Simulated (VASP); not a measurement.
# Si7Mo (P4/mmm) in VASP: notebook

Si7Mo is run at these levels: PBE; tasks: single point, relaxation of cell and atoms.

Program: VASP 6.6.1. These are calculated values, not measurements. Logs are shortened: lines on timing, memory, paths and dates and some standing lists are left out, and cuts for length are marked.

### Step 1. The cell of the first run

Symmetry: P4/mmm, No. 123, tetragonal system. Conventional cell: a = 3.290 Å, b = 3.290 Å, c = 10.581 Å, α = 90.00°, β = 90.00°, γ = 90.00°. Si (site symmetry 4mm) has 13 Si at 2.58 to 3.29 Å and 1 Mo at 2.64 Å within 3.4 Å. Within 3.3 Å of Si (site symmetry 4mm) lie 14 Si at 2.47 to 3.29 Å. Si (site symmetry 4mm) has 10 Si at 2.47 to 3.29 Å and 4 Mo at 2.65 Å within 3.3 Å. Si (site symmetry 4/mmm) has 14 Si at 2.65 to 3.29 Å within 3.5 Å. Within 3.5 Å of Mo (site symmetry 4/mmm) lie 10 Si at 2.64 to 2.65 Å and 4 Mo at 3.29 Å.

### Step 2. Single point, PBE

INCAR

```
PREC = Accurate ; ENCUT = 520
EDIFF = 1E-6 ; ISMEAR = 0
SIGMA = 0.2 ; LREAL = False
LASPH = True ; NELM = 60
ALGO = Normal ; ISIF = 2
LWAVE = False ; LCHARG = False
GGA = PE ; NBANDS = 31
```

KPOINTS

```
Automatic mesh
0
Gamma
  5 5 2
```

POSCAR

```
Si7Mo
1.0
    3.2899713826      0.0000000000      0.0000000000
    0.0000000000      3.2899713826      0.0000000000
    0.0000000000      0.0000000000     10.5814136016
Si Mo
7 1
Direct
    0.0000000000      0.0000000000      0.2495615477
    0.5000000000      0.5000000000      0.3540895372
    0.0000000000      0.0000000000      0.7504384523
    0.5000000000      0.5000000000      0.6459104628
    0.5000000000      0.5000000000      0.8791706910
    0.5000000000      0.5000000000      0.1208293090
    0.0000000000      0.0000000000      0.5000000000
    0.0000000000      0.0000000000      0.0000000000
```

Potentials or basis: VASP PAW PBE potentials, release 64 (Si, Mo_sv).

Launch:

```bash
> cat potpaw_PBE.64/Si/POTCAR potpaw_PBE.64/Mo_sv/POTCAR > POTCAR
> mpirun -np 1 vasp_std > vasp.out
```

OUTCAR:

```text
PREC = Accurate
   ENCUT = 520
   EDIFF = 1E-6
   ISMEAR = 0
   LREAL = False
   LASPH = True
   NELM = 60
   ISIF = 2
   GGA = PE

 ion  position               nearest neighbor table
   1  0.000  0.000  0.250-   2 2.58   2 2.58   2 2.58   2 2.58   8 2.64   7 2.65   6 2.70   6 2.70
                             6 2.70   6 2.70
   2  0.500  0.500  0.354-   6 2.47   1 2.58   1 2.58   1 2.58   1 2.58   7 2.79   7 2.79   7 2.79
                             7 2.79   4 3.09
   3  0.000  0.000  0.750-   4 2.58   4 2.58   4 2.58   4 2.58   8 2.64   7 2.65   5 2.70   5 2.70
                             5 2.70   5 2.70
   4  0.500  0.500  0.646-   5 2.47   3 2.58   3 2.58   3 2.58   3 2.58   7 2.79   7 2.79   7 2.79
                             7 2.79   2 3.09
   5  0.500  0.500  0.879-   4 2.47   6 2.56   8 2.65   8 2.65   8 2.65   8 2.65   3 2.70   3 2.70
                             3 2.70   3 2.70
   6  0.500  0.500  0.121-   2 2.47   5 2.56   8 2.65   8 2.65   8 2.65   8 2.65   1 2.70   1 2.70
                             1 2.70   1 2.70
   7  0.000  0.000  0.500-   1 2.65   3 2.65   2 2.79   4 2.79   2 2.79   4 2.79   2 2.79   4 2.79
                             2 2.79   4 2.79
   8  0.000  0.000  0.000-   1 2.64   3 2.64   5 2.65   6 2.65   5 2.65   6 2.65   5 2.65   6 2.65
                             5 2.65   6 2.65

  LATTYP: Found a simple tetragonal cell.
 ALAT       =     3.2899713826
 C/A-ratio  =     3.2162631133

  Lattice vectors:

 A1 = (   3.2899713826,   0.0000000000,   0.0000000000)
 A2 = (   0.0000000000,   3.2899713826,   0.0000000000)
 A3 = (   0.0000000000,   0.0000000000,  10.5814136016)

Analysis of symmetry for initial positions (statically):
=====================================================================
 Subroutine PRICEL returns:
 Original cell was already a primitive cell.

 Routine SETGRP: Setting up the symmetry group for a
 simple tetragonal supercell.

 Subroutine GETGRP returns: Found 16 space group operations
 (whereof 16 operations were pure point group operations)
 out of a pool of 16 trial point group operations.

The static configuration has the point symmetry D_4h.

Analysis of symmetry for dynamics (positions and initial velocities):
=====================================================================
 Subroutine PRICEL returns:
 Original cell was already a primitive cell.

 Routine SETGRP: Setting up the symmetry group for a
 simple tetragonal supercell.

 Subroutine GETGRP returns: Found 16 space group operations
[... 106 lines left out ...]
   IBRION =     -1    ionic relax: 0-MD 1-quasi-New 2-CG
   NFREE  =      0    steps in history (QN), initial steepest desc. (CG)
   ISIF   =      2    stress and relaxation
   ISYM   =      2    0-nonsym 1-usesym 2-fastsym
   POTIM  = 0.5000    time-step for ionic-motion
   TEBEG  =    0.0;   TEEND  =   0.0 temperature during run
   PSTRESS=    0.0 pullay stress
   NELECT =      42.0000    total number of electrons
   NUPDOWN=      -1.0000    fix difference up-down
   EMIN   =  10.00;   EMAX   =-10.00  energy-range for DOS
   EFERMI =   0.00;   METHOD = LEGACY
   ISMEAR =     0;   SIGMA  =   0.20  broadening in eV -4-tet -1-fermi 0-gaus
   EFERMI_NEDOS =   21; number of points for ismear=-14 and -15
   IALGO  =     38    algorithm
   IMIX   =      4    mixing-type and parameters
     AMIX     =   0.40;   BMIX     =  1.00
     AMIX_MAG =   1.60;   BMIX_MAG =  1.00
  volume/ion in A,a.u.               =      14.32        96.61
  Fermi-wavevector in a.u.,A,eV,Ry     =   1.171787  2.214356 18.681948  1.373084
  Thomas-Fermi vector in A             =   2.308225
   LORBIT       =      0    0 simple, 1 ext, 2 COOP (PROOUT), +10 PAW based schemes
   GGA     = PE    functional components
   LHFCALC =     F    Hartree Fock is set to
   AEXX    =    0.0000 exact exchange contribution
   IVDW    =     0    specifies the selected vdW correction
   LEPSILON=     F    determine dielectric tensor
   LRPA    =     F    only Hartree local field effects (RPA)
 non-spin polarized calculation
 Gauss-broadening in eV      SIGMA  =   0.20
  energy-cutoff  :      520.00
  volume of cell :      114.53
 maximum number of plane-waves:      3114
   NGX = 13   NGY = 13   NGZ = 39

 number of electron      41.9999995 magnetization

 Free energy of the ion-electron system (eV)
  ---------------------------------------------------
  ext. energy  EPLUGINS =         0.00000000
  ---------------------------------------------------
  free energy    TOTEN  =       -47.23505103 eV

  energy without entropy =      -47.17428310  energy(sigma->0) =      -47.20466706

 E-fermi :  10.7030     XC(G=0): -11.5441

 val. band max:       10.6740733066   @ k =   0.4000   0.2000   0.0000
 cond. band min:      10.7290736101   @ k =   0.0000   0.0000   0.5000
 fundamental gap:      0.0550003036
 Fermi energy:        10.7030436758

 k-point     1 :       0.0000    0.0000    0.0000
  band No.  band energies     occupation
      1     -50.3256      2.00000
      2     -24.4848      2.00000
      3     -24.3948      2.00000
      4     -24.3948      2.00000
      5      -3.4885      2.00000
      6      -2.6996      2.00000
[... 397 lines left out ...]
     30      14.9044      0.00000
     31      14.9763      0.00000

------------------------ aborting loop because EDIFF is reached ----------------------------------------

  FORCE on cell =-STRESS in cart. coord.  units (eV):
  Direction    XX          YY          ZZ          XY          YZ          ZX
  --------------------------------------------------------------------------------------
  -------------------------------------------------------------------------------------
  Total        0.0540062      0.0540062     -0.0030936      0.0000000      0.0000000     -0.0000000
  in kB        0.7554857      0.7554857     -0.0432760      0.0000000      0.0000000     -0.0000000
  external PRESSURE =       0.4892318 kB  Pullay stress =       0.0000000 kB

 VOLUME and BASIS-vectors are now :
 -----------------------------------------------------------------------------
  energy-cutoff  :      520.00
  volume of cell :      114.53
      direct lattice vectors                 reciprocal lattice vectors
     3.289971383  0.000000000  0.000000000     0.303954012  0.000000000  0.000000000
     0.000000000  3.289971383  0.000000000     0.000000000  0.303954012  0.000000000
     0.000000000  0.000000000 10.581413602     0.000000000  0.000000000  0.094505331

 POSITION                                       TOTAL-FORCE (eV/Angst)
 -----------------------------------------------------------------------------------
      0.00000      0.00000      2.64071        -0.000000      0.000000     -0.004494
      1.64499      1.64499      3.74677         0.000000      0.000000     -0.007933
      0.00000      0.00000      7.94070        -0.000000     -0.000000      0.004494
      1.64499      1.64499      6.83465         0.000000      0.000000      0.007933
      1.64499      1.64499      9.30287        -0.000000     -0.000000     -0.000001
      1.64499      1.64499      1.27854         0.000000      0.000000      0.000001
      0.00000      0.00000      5.29071         0.000000      0.000000      0.000000
      0.00000      0.00000      0.00000         0.000000      0.000000      0.000000
 -----------------------------------------------------------------------------------
    total drift:                               -0.000000      0.000000     -0.000000

  FREE ENERGIE OF THE ION-ELECTRON SYSTEM (eV)
  ---------------------------------------------------
  free  energy   TOTEN  =       -47.2350510285 eV

  energy  without entropy=      -47.1742830959  energy(sigma->0) =      -47.20466706
```

OSZICAR:

```text
N       E                     dE             d eps       ncg     rms          rms(c)
DAV:   1     0.174809065229E+03    0.17481E+03   -0.18963E+04   752   0.122E+03
DAV:   2    -0.396173922331E+02   -0.21443E+03   -0.20498E+03   883   0.256E+02
DAV:   3    -0.482867251367E+02   -0.86693E+01   -0.84932E+01   992   0.434E+01
DAV:   4    -0.483912190074E+02   -0.10449E+00   -0.10427E+00   908   0.505E+00
DAV:   5    -0.483927729856E+02   -0.15540E-02   -0.15524E-02   940   0.577E-01    0.203E+01
DAV:   6    -0.478469784932E+02    0.54579E+00   -0.89356E+00   879   0.144E+01    0.644E+00
DAV:   7    -0.477749101591E+02    0.72068E-01   -0.83934E+00   931   0.139E+01    0.657E+00
DAV:   8    -0.472616530296E+02    0.51326E+00   -0.15037E+00   876   0.616E+00    0.307E+00
DAV:   9    -0.472359973250E+02    0.25656E-01   -0.24042E-01   915   0.258E+00    0.851E-01
DAV:  10    -0.472352774969E+02    0.71983E-03   -0.12687E-02   941   0.615E-01    0.410E-01
DAV:  11    -0.472351413599E+02    0.13614E-03   -0.14266E-03   915   0.190E-01    0.162E-01
DAV:  12    -0.472350482626E+02    0.93097E-04   -0.28576E-04   899   0.912E-02    0.414E-02
DAV:  13    -0.472350505506E+02   -0.22880E-05   -0.13884E-05   942   0.186E-02    0.152E-02
DAV:  14    -0.472350510285E+02   -0.47789E-06   -0.24742E-06   789   0.702E-03
   1 F= -.47235051E+02 E0= -.47204667E+02  d E =-.607679E-01
```

stdout:

```text
POSCAR found type information on POSCAR SiMo
 POSCAR found :  2 types and       8 ions
 scaLAPACK will be used
 LDA part: xc-table for (Slater+PW92), standard interpolation
 POSCAR, INCAR and KPOINTS ok, starting setup
 FFT: planning ... GRIDC
 FFT: planning ... GRID_SOFT
 FFT: planning ... GRID
 WAVECAR not read
 entering main loop
```

It took 17 s on 1 thread of Intel Xeon Platinum 8559C (Emerald Rapids), shared host; peak memory 0.2 GiB.

What came out:

| Item | Value |
| --- | --- |
| Free energy | -47.2351 eV |
| Pressure | 0.0 GPa |
| Largest force | 0.008 eV/Å |
| Band gap on the k mesh | zero (band 21 reaches 11.69 eV, above the bottom of band 22 at 9.14 eV) |

Forces in eV/Å, atoms in the order of the input:
```
Si   0.000  0.000 -0.004
Si   0.000  0.000 -0.008
Si   0.000  0.000  0.004
Si   0.000  0.000  0.008
Si   0.000  0.000  0.000
Si   0.000  0.000  0.000
Si   0.000  0.000  0.000
Mo   0.000  0.000  0.000
```

Caveat: the k points lie up to 0.38 Å⁻¹ apart.

### Step 3. Relaxation of cell and atoms, PBE

This run uses another cell than the first one, of 14.80 Å³/atom, 1.034 times its volume.

INCAR

```
  PREC = Accurate
  ENCUT = 600
  EDIFF = 1E-6
  ISMEAR = 0
  SIGMA = 0.2
  LREAL = F
  LASPH = T
  NELM = 60
  ALGO = Normal
  ISIF = 3
  LWAVE = F
  LCHARG = F
  GGA = PE
  IBRION = 2
  NSW = 36
  EDIFFG = -0.08
```

KPOINTS

```
regular mesh
0
Gamma
  5 5 2
```

POSCAR

```
Si7Mo
1.0
    3.2000000000      0.0000000000      0.0000000000
    0.0000000000      3.2000000000      0.0000000000
    0.0000000000      0.0000000000     11.5600000000
Si Mo
7 1
Direct
    0.0000000000      0.0000000000      0.2500000000
    0.5000000000      0.5000000000      0.3750000000
    0.0000000000      0.0000000000      0.7500000000
    0.5000000000      0.5000000000      0.6250000000
    0.5000000000      0.5000000000      0.8750000000
    0.5000000000      0.5000000000      0.1250000000
    0.0000000000      0.0000000000      0.5000000000
    0.0000000000      0.0000000000      0.0000000000
```

Potentials or basis: VASP PAW PBE potentials, release 64 (Si, Mo_sv).

Launch:

```bash
> cat potpaw_PBE.64/Si/POTCAR potpaw_PBE.64/Mo_sv/POTCAR > POTCAR
> mpirun -np 1 vasp_std > vasp.out
```

It took 4 min on 1 thread of Intel Xeon Platinum 8559C (Emerald Rapids), shared host; peak memory 0.28 GiB.

Results (log left out):

| Item | Value |
| --- | --- |
| Free energy | -47.2345 eV |
| Relaxed volume | 14.30 Å³/atom |
| Relaxed cell | a = 3.293 Å, b = 3.293 Å, c = 10.552 Å, α = 90.00°, β = 90.00°, γ = 90.00° |
| Space group after relaxing (to 0.05 Å) | P4/mmm (No. 123) |
| Energy gained by relaxing | 99.7 meV/atom |
| Ionic steps | 15 |
| Pressure after relaxing | 0.2 GPa |
| Largest force after relaxing | 0.048 eV/Å |
| Band gap on the k mesh | zero (band 21 reaches 11.69 eV, above the bottom of band 22 at 9.17 eV) |

Forces on the atoms (eV/Å):
```
Si   0.000  0.000 -0.031
Si   0.000  0.000 -0.018
Si   0.000  0.000  0.031
Si   0.000  0.000  0.018
Si   0.000  0.000 -0.048
Si   0.000  0.000  0.048
Si   0.000  0.000  0.000
Mo   0.000  0.000  0.000
```

Stress tensor (GPa, compression positive):
```
-0.05  0.00  0.00
 0.00 -0.05  0.00
 0.00  0.00  0.70
```

Step by step:
| step | energy change (eV) | largest force (eV/Å) | pressure (GPa) | volume (Å³) |
| --- | --- | --- | --- | --- |
| 1 | 0.0000 | 1.0971 | -5.25 | 118.37 |
| 2 | -0.3900 | 0.5642 | 3.87 | 110.16 |
| 3 | -0.3905 | 0.5728 | 4.25 | 109.91 |
| 4 | -0.5984 | 0.7526 | 2.31 | 112.15 |
| 5 | -0.5981 | 1.0075 | 1.62 | 113.36 |
| 6 | -0.6150 | 0.8784 | 1.98 | 112.75 |
| 7 | -0.7052 | 0.5504 | -2.60 | 116.41 |
| 8 | -0.7052 | 0.5549 | -2.53 | 116.34 |
| 9 | -0.7724 | 0.3460 | -0.39 | 114.25 |
| 10 | -0.7729 | 0.3953 | -0.15 | 114.08 |
| 11 | -0.7883 | 0.1499 | 0.41 | 113.66 |
| 12 | -0.7890 | 0.1494 | 0.56 | 113.55 |
| 13 | -0.7950 | 0.1298 | -0.08 | 114.33 |
| 14 | -0.7958 | 0.1201 | -0.40 | 114.73 |
| 15 | -0.7978 | 0.0477 | 0.20 | 114.40 |

Final structure:
```
Si Mo
1.0
     3.29271    0.00000    0.00000
     0.00000    3.29271    0.00000
     0.00000    0.00000   10.55173
Si Mo
7 1
Direct
  0.00000 0.00000 0.25016
  0.50000 0.50000 0.35450
  0.00000 0.00000 0.74984
  0.50000 0.50000 0.64550
  0.50000 0.50000 0.87929
  0.50000 0.50000 0.12071
  0.00000 0.00000 0.50000
  0.00000 0.00000 0.00000
```

Levels at points of the mesh, in eV from the Fermi level:
| k point | band 18 | band 19 | band 20 | band 21 | band 22 | band 23 |
| --- | --- | --- | --- | --- | --- | --- |
| (0.00, 0.00, 0.00) | -0.50 | -0.18 | -0.18 | 0.01 | 0.30 | 0.30 |
| (0.00, 0.00, 0.50) | -1.02 | -1.02 | 0.01 | 0.33 | 1.31 | 1.54 |

Caveat: the k points lie up to 0.38 Å⁻¹ apart in the final cell; the relaxation stopped at a loose force limit of 0.08 eV/Å, so its end isn't a converged minimum.

### Step 4. Single point, PBE

This run uses another cell than the first one, of 14.23 Å³/atom, 0.994 times its volume.

INCAR

```
SYSTEM = Si7Mo
PREC = Accurate ; ENCUT = 520
EDIFF = 1E-7 ; ISMEAR = 0
SIGMA = 0.1 ; LREAL = .FALSE.
LASPH = .TRUE. ; NELM = 80
ALGO = Normal ; ISIF = 2
LWAVE = .FALSE. ; LCHARG = .FALSE.
GGA = PE ; NBANDS = 31
```

KPOINTS

```
Automatic mesh
0
G
  10 10 4
  0 0 0
```

POSCAR

```
Si7Mo
1.0
    3.2838409389      0.0000000000      0.0000000000
    0.0000000000      3.2838409389      0.0000000000
    0.0000000000      0.0000000000     10.5602240562
Si Mo
7 1
Direct
    0.0000000000      0.0000000000      0.2504559315
    0.5000000000      0.5000000000      0.3581157459
    0.0000000000      0.0000000000      0.7495440685
    0.5000000000      0.5000000000      0.6418842541
    0.5000000000      0.5000000000      0.8794960167
    0.5000000000      0.5000000000      0.1205039833
    0.0000000000      0.0000000000      0.5000000000
    0.0000000000      0.0000000000      0.0000000000
```

Launch:

```bash
> cat potpaw_PBE.64/Si/POTCAR potpaw_PBE.64/Mo_sv/POTCAR > POTCAR
> mpirun -np 1 vasp_std > vasp.out
```

Wall time 71 s (1 thread of Intel Xeon Platinum 8559C (Emerald Rapids), shared host); peak memory 0.31 GiB.

The run converged. Its results:

| Property | Result |
| --- | --- |
| Free energy | -47.4359 eV |
| Pressure | 0.0 GPa |
| Largest force | 0.012 eV/Å |
| Band gap on the k mesh | zero (band 21 reaches 12.15 eV, above the bottom of band 22 at 9.07 eV) |

Forces on the atoms (eV/Å):
```
Si   0.000  0.000  0.005
Si   0.000  0.000 -0.008
Si   0.000  0.000 -0.005
Si   0.000  0.000  0.008
Si   0.000  0.000 -0.012
Si   0.000  0.000  0.012
Si   0.000  0.000  0.000
Mo   0.000  0.000  0.000
```

Levels at points of the mesh, in eV from the Fermi level:
| k point | band 17 | band 18 | band 19 | band 20 | band 21 | band 22 | band 23 | band 24 | band 25 | band 26 |
| --- | --- | --- | --- | --- | --- | --- | --- | --- | --- | --- |
| (0.00, 0.00, 0.00) | -1.12 | -0.37 | -0.11 | -0.11 | 0.06 | 0.28 | 0.28 | 0.85 | 1.88 | 2.20 |
| (0.50, 0.00, 0.00) | -1.64 | -0.97 | 0.26 | 1.06 | 1.35 | 1.40 | 1.43 | 1.74 | 2.42 | 3.15 |
| (0.50, 0.50, 0.00) | -4.02 | -3.74 | -3.74 | -3.17 | -2.49 | -0.87 | -0.87 | -0.75 | 1.50 | 1.50 |
| (0.00, 0.00, 0.50) | -1.04 | -1.04 | -1.02 | 0.06 | 0.39 | 1.24 | 1.57 | 1.57 | 1.63 | 1.96 |
| (0.50, 0.00, 0.50) | -2.20 | -0.98 | 0.39 | 1.03 | 1.38 | 1.43 | 1.69 | 1.95 | 1.97 | 3.01 |
| (0.50, 0.50, 0.50) | -4.74 | -3.76 | -3.06 | -3.06 | -1.40 | -1.40 | -1.30 | -0.52 | 0.96 | 1.81 |

### Step 5. The runs side by side

| task | cell | k mesh | cutoff (eV) | smearing | gap on the mesh (eV) | pressure (GPa) | largest force (eV/Å) |
| --- | --- | --- | --- | --- | --- | --- | --- |
| single point | a = 3.290, b = 3.290, c = 10.581 Å, 8 atoms | 5 × 5 × 2 | 520 | gaussian 0.2 eV | none | 0.0 | 0.01 |
| relaxation of cell and atoms | relaxed from a = 3.200, b = 3.200, c = 11.560 Å, 8 atoms | 5 × 5 × 2 | 600 | gaussian 0.2 eV | none | 0.2 | 0.05 |
| single point | a = 3.284, b = 3.284, c = 10.560 Å, 8 atoms | 10 × 10 × 4 | 520 | gaussian 0.1 eV | none | 0.0 | 0.01 |

Alike in all rows: level PBE; potentials or basis VASP PAW PBE potentials, release 64 (Si, Mo_sv); no spin polarisation.

Caveats: some runs use coarse meshes; the relaxation stopped at a loose force limit of 0.08 eV/Å, so its end isn't a converged minimum (some runs).

Total energies depend on the potentials used, so only differences within one code and one set of settings carry meaning.
